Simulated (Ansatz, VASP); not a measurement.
## AlN in VASP and in Ansatz

INCAR

```
PREC     = Accurate       # precision mode
ENCUT    = 520            # plane-wave cutoff, eV
EDIFF    = 1E-6           # SCF threshold, eV
ISMEAR   = 0              # smearing method
SIGMA    = 0.05           # smearing width, eV
LREAL    = Auto         
LASPH    = T              # aspherical terms in the spheres
NELM     = 80             # most SCF steps
ALGO     = Normal         # electronic algorithm
ISIF     = 2              # what is computed and relaxed
LWAVE    = F              # write WAVECAR
LCHARG   = F              # write CHGCAR
GGA      = PE             # functional
NBANDS   = 46             # bands
```

File KPOINTS:

```
Automatic mesh
0
Gamma
  4 8 3
```

POSCAR

```
AlN
1.0
   -1.5651197814     -2.7108669814      5.0179796556
    1.5651197814     -2.7108669814      0.0000000000
    6.5735030821      0.5421733963      9.0323633801
Al N
8 8
Direct
    0.5894707946      0.9991356412      0.0981155127
    0.2394707946      0.4991356413      0.8481155127
    0.1394707946      0.4991356412      0.3481155127
   -0.3105292054      0.9991356413      0.5981155127
    0.7144707946      0.2491356413      0.3064488460
    0.1644707946      0.7491356413      0.0564488460
    0.2644707946      0.7491356413      0.5564488460
   -0.1855292054      0.2491356413      0.8064488460
    0.7993192054      0.8083643587      0.1935011540
   -0.5506807946      0.3083643587      0.9435011540
    0.3493192054      0.3083643587      0.4435011540
   -0.1006807946      0.8083643587      0.6935011540
   -0.0756807946      0.0583643588      0.4018344873
    0.3743192054      0.5583643588      0.1518344873
    0.4743192054      0.5583643587      0.6518344873
    0.0243192054      0.0583643587      0.9018344873
```

Input for Ansatz:

```yaml
crystal:
  lattice:
    - [-1.5651197814, -2.7108669814, 5.0179796556]
    - [1.5651197814, -2.7108669814, 0.0]
    - [6.5735030821, 0.5421733963, 9.0323633801]
  atoms:
    - { symbol: Al, position: [0.5894707946, 0.9991356412, 0.0981155127] }
    - { symbol: Al, position: [0.2394707946, 0.4991356413, 0.8481155127] }
    - { symbol: Al, position: [0.1394707946, 0.4991356412, 0.3481155127] }
    - { symbol: Al, position: [-0.3105292054, 0.9991356413, 0.5981155127] }
    - { symbol: Al, position: [0.7144707946, 0.2491356413, 0.306448846] }
    - { symbol: Al, position: [0.1644707946, 0.7491356413, 0.056448846] }
    - { symbol: Al, position: [0.2644707946, 0.7491356413, 0.556448846] }
    - { symbol: Al, position: [-0.1855292054, 0.2491356413, 0.806448846] }
    - { symbol: "N", position: [0.7993192054, 0.8083643587, 0.193501154] }
    - { symbol: "N", position: [-0.5506807946, 0.3083643587, 0.943501154] }
    - { symbol: "N", position: [0.3493192054, 0.3083643587, 0.443501154] }
    - { symbol: "N", position: [-0.1006807946, 0.8083643587, 0.693501154] }
    - { symbol: "N", position: [-0.0756807946, 0.0583643588, 0.4018344873] }
    - { symbol: "N", position: [0.3743192054, 0.5583643588, 0.1518344873] }
    - { symbol: "N", position: [0.4743192054, 0.5583643587, 0.6518344873] }
    - { symbol: "N", position: [0.0243192054, 0.0583643587, 0.9018344873] }
basis:
  ecutwfc: 420
kpoints:
  mp_grid: { grid: [4, 8, 3] }
hamiltonian:
  xc: pbe
scf:
  occupations: { method: gaussian, width: 0.05 }
output:
  forces: true
  stress: true
  eigenvalues: true
  write_density: true
  write_potential: true
  elf: true
  volumetric_format: npy
```

Alike in both runs: task single point; functional PBE; k mesh 4 × 8 × 3; occupations gaussian, width 0.05 eV; no spin polarisation.

```csv
,VASP,Ansatz
version,VASP 6.6.1,Ansatz 0.2.0
potentials or method,"VASP PAW PBE potentials, release 64 (Al, N), cutoff 520 eV","scalar-relativistic, plane waves, PAW"
valence electrons in the cell,64,64
```

```tsv
	VASP	Ansatz	Ansatz less VASP
gap on the k mesh at the Fermi level (eV)	2.27	2.27	-0.002
least direct gap on the mesh (eV)	2.27	2.27	-0.002
pressure (GPa)	-0.7	-0.4	+0.25
traceless stress, the component that is largest in VASP (GPa)	10.86	10.85	-0.011
rms of the force components (eV/Å)	0.833	0.834	+0.0005
```

Atom by atom the forces differ by 0.004 eV/Å (rms over components).
